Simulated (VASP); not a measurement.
Write the native input for VASP 6.6.1 that does the following.

* Task: single point
* Functional: PBEsol
* Dispersion: D3(BJ)
* Potentials or basis: VASP PAW PBE potentials, release 64 (Hg)
* Cutoff: 520 eV
* k mesh: 18 × 18 × 10
* Occupations: gaussian, width 0.15 eV
* Spin: no spin polarisation
* Dipole correction: no
* Further INCAR settings: ALGO = Fast; EDIFF = 1e-06; NBANDS = 19

The structure of Hg lies in POSCAR:

```
Hg
1.0
    3.2392440485      0.0000000000      0.0000000000
   -1.6196220243      2.8052676351      0.0000000000
    0.0000000000      0.0000000000      4.8889910424
Hg
2
Direct
    0.6666666667      0.3333333333      0.7500000000
    0.3333333333      0.6666666667      0.2500000000
```

The input as run:

INCAR

```
SYSTEM = Hg
  ALGO = Fast
  EDIFF = 1E-6
  ENCUT = 520
  GGA = PS
  ISIF = 2
  ISMEAR = 0
  IVDW = 12
  LASPH = .True.
  LCHARG = .False.
  LREAL = .False.
  LWAVE = .False.
  NBANDS = 19
  NELM = 80
  PREC = Accurate
  SIGMA = 0.15
```

KPOINTS

```
k-points
0
Gamma
  18 18 10
  0 0 0
```

Potentials or basis: VASP PAW PBE potentials, release 64 (Hg).

Launch:

```sh
$ cat potpaw_PBE.64/Hg/POTCAR > POTCAR
$ mpirun -np 1 vasp_std > vasp.out
```

Results of the run:

```
Pressure                   : -0.1 GPa
Band gap on the k mesh     : zero (bands 12 and 13 overlap by 1.02 eV)
Dispersion energy per atom : -0.450 eV
```

Caveat: the PAW data sets were made with another functional, which shifts forces and pressure a little; spin-orbit coupling is left out, which moves the levels of the heavy elements.

It took 100 s on 1 thread of Intel Xeon 8259CL, on a shared host, peak memory 0.28 GiB.
